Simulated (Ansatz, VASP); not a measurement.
## Two plane-wave programs on Hg

The input POSCAR:

```
Hg
1.0
   -1.8815697170      1.8815697170      1.8815697170
    1.8815697170     -1.8815697170      1.8815697170
    1.8815697170      1.8815697170     -1.8815697170
Hg
1
Direct
    0.0000000000      0.0000000000      0.0000000000
```

INCAR.step1

```
  PREC = Accurate
  ENCUT = 550
  ISMEAR = -1
  SIGMA = 0.1
  LREAL = F
  LASPH = T
  NELM = 200
  MAGMOM = 0 0 0
  LSORBIT = T
  GGA_COMPAT = F
  NBANDS = 23
  GGA = PE
  ALGO = Normal
  EDIFF = 1E-5
  LWAVE = T
  LCHARG = F
```

INCAR.step2

```
  PREC = Accurate
  ENCUT = 550
  EDIFF = 1E-6
  ISMEAR = -1
  SIGMA = 0.1
  LREAL = F
  LASPH = T
  NELM = 200
  ALGO = Normal
  ISIF = 2
  LWAVE = F
  LCHARG = T
  MAGMOM = 0 0 0
  LORBIT = 11
  LSORBIT = T
  GGA_COMPAT = F
  LORBMOM = T
  METAGGA = R2SCAN
  LMIXTAU = T
  LVHAR = T
  NBANDS = 23
  ISTART = 1
```

Contents of KPOINTS:

```
Automatic mesh
0
Gamma
  12 12 12
```

Input for Ansatz:

```yaml
crystal:
  lattice:
    - [-1.881569717, 1.881569717, 1.881569717]
    - [1.881569717, -1.881569717, 1.881569717]
    - [1.881569717, 1.881569717, -1.881569717]
  atoms:
    - { symbol: Hg, position: [0.0, 0.0, 0.0] }
hamiltonian:
  xc: r2scan
  pseudopotentials:
    kind: paw_fr
    azcp:
      Hg: "pseudopotentials/Hg.paw.azcp"
basis:
  ecutwfc: 500
  fft_grid_basis: typed
kpoints:
  mp_grid: { grid: [12, 12, 12], shift: [0, 0, 0] }
magnetization:
  noncollinear: true
  spin_orbit: true
scf:
  occupations: { method: fermi_dirac, width: 0.1 }
```

Alike in both runs: task single point; functional r2SCAN; k mesh 12 × 12 × 12; occupations fermi-dirac, width 0.1 eV; non-collinear spin, spin-orbit coupling.

|  | VASP | Ansatz |
| --- | --- | --- |
| version | VASP 6.6.1 | Ansatz 0.2.0 |
| potentials or method | VASP PAW PBE potentials, release 64 (Hg), cutoff 550 eV | plane waves (500 eV) with PAW, fully relativistic with spin-orbit coupling |
| valence electrons in the cell | 12 | 20 |

|  | VASP | Ansatz | Ansatz less VASP |
| --- | --- | --- | --- |
| net moment per atom (μB) | 0.00 | 0.00 | 0.000 |

VASP's potentials were made for PBE, not for r2SCAN. With one functional, cell and mesh, what is left measures potentials, basis and numerics. VASP's potentials hold 12 valence electrons a cell and Ansatz's 20, so a difference there can come from the potentials and not from the codes.
